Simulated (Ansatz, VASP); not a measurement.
Two plane-wave programs on La

```xyz
4
Lattice="3.7727 0.0000 0.0000 -1.8863 3.2673 0.0000 0.0000 0.0000 12.1127" Properties=species:S:1:pos:R:3 pbc="T T T"
La   -1.8863    3.2673   12.1127
La   -1.8863    3.2673    6.0564
La    0.0000    2.1782    9.0845
La    1.8863    1.0891    3.0282
```

Alike in both runs: functional PBE; k mesh 10 × 10 × 3; occupations fermi-dirac, width 0.1 eV; no spin polarisation.

Ansatz relaxed the structure, and its values are those at the end. VASP's run is a single point on that final structure, the one shown.

```csv
,VASP,Ansatz
version,VASP 6.6.1,Ansatz 0.2.0
potentials or method,"VASP PAW PBE potentials, release 64 (La), cutoff 520 eV","plane waves (420 eV) with PAW, scalar-relativistic"
valence electrons in the cell,44,44
```

|  | VASP | Ansatz | Ansatz less VASP |
| --- | --- | --- | --- |
| pressure (GPa) | 0.1 | 0.0 | -0.07 |

Spin-orbit coupling is off throughout.
